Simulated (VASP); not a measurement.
# CdTe3 in VASP: further runs, part 2 of 2

VASP 6.6.1.

**3. Single point, PBE**

INCAR reads:

```
ALGO = Normal
EDIFF = 1E-6
ENCUT = 520
GGA = PE
ISIF = 2
ISMEAR = 0
LASPH = True
LCHARG = False
LREAL = False
LWAVE = False
NBANDS = 23
NELM = 100
PREC = Accurate
SIGMA = 0.1
```

KPOINTS reads:

```
k-points
0
Gamma
  8 8 8
```

POSCAR reads:

```
CdTe3
1.0
   -3.1325380770      3.1325380770      3.1325380770
    3.1325380770     -3.1325380770      3.1325380770
    3.1325380770      3.1325380770     -3.1325380770
Cd Te
1 3
Direct
    0.0000000000      0.0000000000      0.0000000000
    0.5000000000      0.0000000000      0.5000000000
    0.0000000000      0.5000000000      0.5000000000
    0.5000000000      0.5000000000      0.0000000000
```

Potentials or basis: VASP PAW PBE potentials, release 64 (Cd, Te).

Run with:

```sh
cat potpaw_PBE.64/Cd/POTCAR potpaw_PBE.64/Te/POTCAR > POTCAR
mpirun -np 1 vasp_std > vasp.out
```

OUTCAR:

```text
EDIFF = 1E-6
   ENCUT = 520
   GGA = PE
   ISIF = 2
   ISMEAR = 0
   LASPH = True
   LREAL = False
   NELM = 100
   PREC = Accurate

 ion  position               nearest neighbor table
   1  0.000  0.000  0.000-   2 3.13   3 3.13   4 3.13   3 3.13   2 3.13   4 3.13
   2  0.500  0.000  0.500-   1 3.13   3 3.13   4 3.13   4 3.13   1 3.13   3 3.13
   3  0.000  0.500  0.500-   1 3.13   2 3.13   4 3.13   1 3.13   4 3.13   2 3.13
   4  0.500  0.500  0.000-   1 3.13   2 3.13   3 3.13   2 3.13   3 3.13   1 3.13

  LATTYP: Found a body centered cubic cell.
 ALAT       =     6.2650761540

  Lattice vectors:

 A1 = (  -3.1325380770,   3.1325380770,   3.1325380770)
 A2 = (   3.1325380770,  -3.1325380770,   3.1325380770)
 A3 = (   3.1325380770,   3.1325380770,  -3.1325380770)

Analysis of symmetry for initial positions (statically):
=====================================================================
 Subroutine PRICEL returns:
 Original cell was already a primitive cell.

 Routine SETGRP: Setting up the symmetry group for a
 body centered cubic supercell.

[... 169 lines left out ...]

 E-fermi :   5.3349     XC(G=0):  -9.4507

 val. band max:        5.3270565780   @ k =   0.2500   0.2500   0.1250
 cond. band min:       5.3358887359   @ k =   0.1250   0.1250   0.0000
 fundamental gap:      0.0088321579
 Fermi energy:         5.3349371292

 k-point     1 :       0.0000    0.0000    0.0000
  band No.  band energies     occupation
      1      -7.7251      2.00000
      2      -4.6910      2.00000
      3      -4.6910      2.00000
      4      -3.1417      2.00000
      5      -3.1417      2.00000
      6      -3.1417      2.00000
[... 613 lines left out ...]
     22      11.4251      0.00000
     23      12.6106      0.00000

 [... further k-points ...]

------------------------ aborting loop because EDIFF is reached ----------------------------------------

  FORCE on cell =-STRESS in cart. coord.  units (eV):
  Direction    XX          YY          ZZ          XY          YZ          ZX
  --------------------------------------------------------------------------------------
  -------------------------------------------------------------------------------------
  Total       -0.0020298     -0.0020298     -0.0020298     -0.0000000     -0.0000000     -0.0000000
  in kB       -0.0264495     -0.0264495     -0.0264495     -0.0000000     -0.0000000     -0.0000000
  external PRESSURE =      -0.0264495 kB  Pullay stress =       0.0000000 kB

 VOLUME and BASIS-vectors are now :
 -----------------------------------------------------------------------------
  energy-cutoff  :      520.00
  volume of cell :      122.96
      direct lattice vectors                 reciprocal lattice vectors
    -3.132538077  3.132538077  3.132538077     0.000000000  0.159614979  0.159614979
     3.132538077 -3.132538077  3.132538077     0.159614979  0.000000000  0.159614979
     3.132538077  3.132538077 -3.132538077     0.159614979  0.159614979  0.000000000

 POSITION                                       TOTAL-FORCE (eV/Angst)
 -----------------------------------------------------------------------------------
      0.00000      0.00000      0.00000         0.000000     -0.000000     -0.000000
      0.00000      3.13254      0.00000         0.000000     -0.000000      0.000000
      3.13254      0.00000      0.00000        -0.000000      0.000000     -0.000000
      0.00000      0.00000      3.13254        -0.000000      0.000000     -0.000000
 -----------------------------------------------------------------------------------
    total drift:                               -0.000000     -0.000000      0.000000

  FREE ENERGIE OF THE ION-ELECTRON SYSTEM (eV)
  ---------------------------------------------------
  free  energy   TOTEN  =       -10.6965937695 eV

  energy  without entropy=      -10.6794860275  energy(sigma->0) =      -10.68803990
```

It took 33 s on 1 thread of Intel Xeon 6975P-C (Granite Rapids), shared host; peak memory 0.27 GiB.

Results:

| Quantity | Value |
| --- | --- |
| Free energy | -10.6966 eV |
| Pressure | 0.0 GPa |
| Band gap on the k mesh | zero (bands 15 and 16 overlap by 1.89 eV) |

Levels at points of the mesh, in eV from the Fermi level:
```csv
k point,band 12,band 13,band 14,band 15,band 16,band 17,band 18,band 19
"(0.00, 0.00, 0.00)",-2.54,-2.54,-2.54,-1.60,2.71,2.71,2.71,2.95
"(0.50, 0.00, 0.00)",-2.04,-1.63,-1.49,-1.18,-0.25,2.78,3.03,3.35
"(0.50, 0.50, 0.50)",-1.61,-1.61,-1.61,-1.21,3.20,3.20,3.20,5.39
```

Caveat: spin-orbit coupling is left out, which moves the levels of the heavy elements.

**4. Relaxation of cell and atoms, PBE**

INCAR reads:

```
SYSTEM = CdTe3
ALGO = Normal
EDIFF = 1E-7
EDIFFG = -0.01
ENCUT = 600
GGA = PE
IBRION = 2
ISIF = 3
ISMEAR = 0
LASPH = .TRUE.
LCHARG = .FALSE.
LREAL = .FALSE.
LWAVE = .FALSE.
NELM = 100
NSW = 100
PREC = Accurate
SIGMA = 0.1
```

KPOINTS reads:

```
k-points
0
G
  8 8 8
  0 0 0
```

POSCAR reads:

```
CdTe3
1.0
   -3.1306499957      3.1306499957      3.1306499957
    3.1306499957     -3.1306499957      3.1306499957
    3.1306499957      3.1306499957     -3.1306499957
Cd Te
1 3
Direct
    0.0000000000      0.0000000000      0.0000000000
    0.5000000000      0.0000000000      0.5000000000
    0.0000000000      0.5000000000      0.5000000000
    0.5000000000      0.5000000000      0.0000000000
```

Potentials or basis: VASP PAW PBE potentials, release 64 (Cd, Te).

Run with:

```sh
cat potpaw_PBE.64/Cd/POTCAR potpaw_PBE.64/Te/POTCAR > POTCAR
mpirun -np 1 vasp_std > vasp.out
```

OUTCAR:

```text
SYSTEM = CdTe3
   EDIFF = 1E-7
   EDIFFG = -0.01
   ENCUT = 600
   GGA = PE
   IBRION = 2
   ISIF = 3
   ISMEAR = 0
   LASPH = .TRUE.
   LREAL = .FALSE.
   NELM = 100
   NSW = 100
   PREC = Accurate

 ion  position               nearest neighbor table
   1  0.000  0.000  0.000-   2 3.13   3 3.13   4 3.13   3 3.13   2 3.13   4 3.13
   2  0.500  0.000  0.500-   1 3.13   3 3.13   4 3.13   4 3.13   1 3.13   3 3.13
   3  0.000  0.500  0.500-   1 3.13   2 3.13   4 3.13   1 3.13   4 3.13   2 3.13
   4  0.500  0.500  0.000-   1 3.13   2 3.13   3 3.13   2 3.13   3 3.13   1 3.13
[... 780 lines left out ...]
  -------------------------------------------------------------------------------------
  Total       -0.0155088     -0.0155088     -0.0155088     -0.0000000      0.0000000     -0.0000000
  in kB       -0.2020976     -0.2020976     -0.2020976     -0.0000000      0.0000000     -0.0000000
  external PRESSURE =      -0.2020976 kB  Pullay stress =       0.0000000 kB

 VOLUME and BASIS-vectors are now :
 -----------------------------------------------------------------------------
  energy-cutoff  :      600.00
  volume of cell :      122.95
      direct lattice vectors                 reciprocal lattice vectors
    -3.132483155  3.132483155  3.132483155     0.000000000  0.159617778  0.159617778
     3.132483155 -3.132483155  3.132483155     0.159617778  0.000000000  0.159617778
     3.132483155  3.132483155 -3.132483155     0.159617778  0.159617778  0.000000000

 POSITION                                       TOTAL-FORCE (eV/Angst)
 -----------------------------------------------------------------------------------
      0.00000     -0.00000      0.00000        -0.000000     -0.000000     -0.000000
      3.13248      0.00000      3.13248        -0.000000     -0.000000     -0.000000
      3.13248      0.00000      0.00000        -0.000000      0.000000      0.000000
      3.13248      3.13248      0.00000         0.000000      0.000000      0.000000
 -----------------------------------------------------------------------------------
    total drift:                               -0.000000      0.000000      0.000000

  FREE ENERGIE OF THE ION-ELECTRON SYSTEM (eV)
  ---------------------------------------------------
  free  energy   TOTEN  =       -10.6962087488 eV

  energy  without entropy=      -10.6791035880  energy(sigma->0) =      -10.68765617

 reached required accuracy - stopping structural energy minimisation
```

Wall time 71 s (1 thread of Intel Xeon 6975P-C (Granite Rapids), shared host); peak memory 0.37 GiB.

Results:

- Free energy: -10.6962 eV
- Relaxed volume: 30.74 Å³/atom
- Relaxed cell: a = 5.426 Å, b = 5.426 Å, c = 5.426 Å, α = 109.47°, β = 109.47°, γ = 109.47°
- Space group after relaxing (to 0.1 Å): Im-3m (No. 229)
- Energy gained by relaxing: 0.0 meV/atom
- Ionic steps: 2
- Pressure after relaxing: 0.0 GPa
- Band gap on the k mesh: zero (bands 15 and 16 overlap by 1.90 eV)

Final structure:
```
CELL_PARAMETERS angstrom
-3.13248 3.13248 3.13248
3.13248 -3.13248 3.13248
3.13248 3.13248 -3.13248
ATOMIC_POSITIONS crystal
Cd 0.00000 0.00000 0.00000
Te 0.50000 0.00000 0.50000
Te 0.00000 0.50000 0.50000
Te 0.50000 0.50000 0.00000
```

Caveat: spin-orbit coupling is left out, which moves the levels of the heavy elements.

**5. Overview**

| task | cell | k mesh | cutoff (eV) | smearing | gap on the mesh (eV) | pressure (GPa) |
| --- | --- | --- | --- | --- | --- | --- |
| single point | a = 5.422 Å, angles 109.4, 109.4, 109.6°, 4 atoms | 5 × 5 × 5 | 520 | gaussian 0.2 eV | none | 0.2 |
| single point | a = 5.426 Å, angles 109.5°, 4 atoms | 8 × 8 × 8 | 520 | gaussian 0.1 eV | none | 0.0 |
| relaxation of cell and atoms | relaxed from a = 5.422 Å, angles 109.5°, 4 atoms | 8 × 8 × 8 | 600 | gaussian 0.1 eV | none | 0.0 |

Alike in all rows: level PBE; potentials or basis VASP PAW PBE potentials, release 64 (Cd, Te); no spin polarisation.

Caveats: spin-orbit coupling is left out, which moves the levels of the heavy elements.

Absolute energies hang on the potentials; compare differences alone.
